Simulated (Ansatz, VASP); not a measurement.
## SnTe3 in VASP and in Ansatz

The input INCAR:

```
  PREC = Accurate
  ENCUT = 520
  EDIFF = 1E-6
  ISMEAR = 0
  SIGMA = 0.1
  LREAL = False
  LASPH = True
  NELM = 80
  ALGO = Normal
  ISIF = 2
  LWAVE = False
  LCHARG = False
  GGA = PE
  NBANDS = 24
```

File KPOINTS:

```
regular mesh
0
Gamma
  10 10 10
```

Contents of POSCAR:

```
SnTe3
1.0
   -3.0744589831      3.0744589831      3.0744589831
    3.0744589831     -3.0744589831      3.0744589831
    3.0744589831      3.0744589831     -3.0744589831
Sn Te
1 3
Direct
    0.0000000000      0.0000000000      0.0000000000
    0.0000000000      0.5000000000      0.5000000000
    0.5000000000      0.0000000000      0.5000000000
    0.5000000000      0.5000000000      0.0000000000
```

Input for Ansatz:

```yaml
crystal:
  lattice:
    - [-3.0744589831, 3.0744589831, 3.0744589831]
    - [3.0744589831, -3.0744589831, 3.0744589831]
    - [3.0744589831, 3.0744589831, -3.0744589831]
  atoms:
    - { symbol: Sn, position: [0.0, 0.0, 0.0] }
    - { symbol: Te, position: [0.0, 0.5, 0.5] }
    - { symbol: Te, position: [0.5, 0.0, 0.5] }
    - { symbol: Te, position: [0.5, 0.5, 0.0] }
basis:
  ecutwfc: 420
kpoints:
  mp_grid: { grid: [10, 10, 10] }
hamiltonian:
  xc: pbe
scf:
  occupations: { method: gaussian, width: 0.1 }
output:
  forces: true
  stress: true
  eigenvalues: true
```

Alike in both runs: task single point; functional PBE; k mesh 10 × 10 × 10; occupations gaussian, width 0.1 eV; no spin polarisation.

|  | VASP | Ansatz |
| --- | --- | --- |
| version | VASP 6.6.1 | Ansatz 0.2.0 |
| potentials or method | VASP PAW PBE potentials, release 64 (Sn_d, Te), cutoff 520 eV | scalar-relativistic, plane waves, PAW |
| valence electrons in the cell | 32 | 62 |

```csv
,VASP,Ansatz,Ansatz less VASP
gap on the k mesh at the Fermi level (eV),none,none,-
pressure (GPa),7.3,7.3,+0.02
```

A gap of «none» marks a metal or a gap that the smearing closes. VASP's potentials hold 32 valence electrons a cell and Ansatz's 62, so a difference there can come from the potentials and not from the codes.

Neither program's run includes spin-orbit coupling.
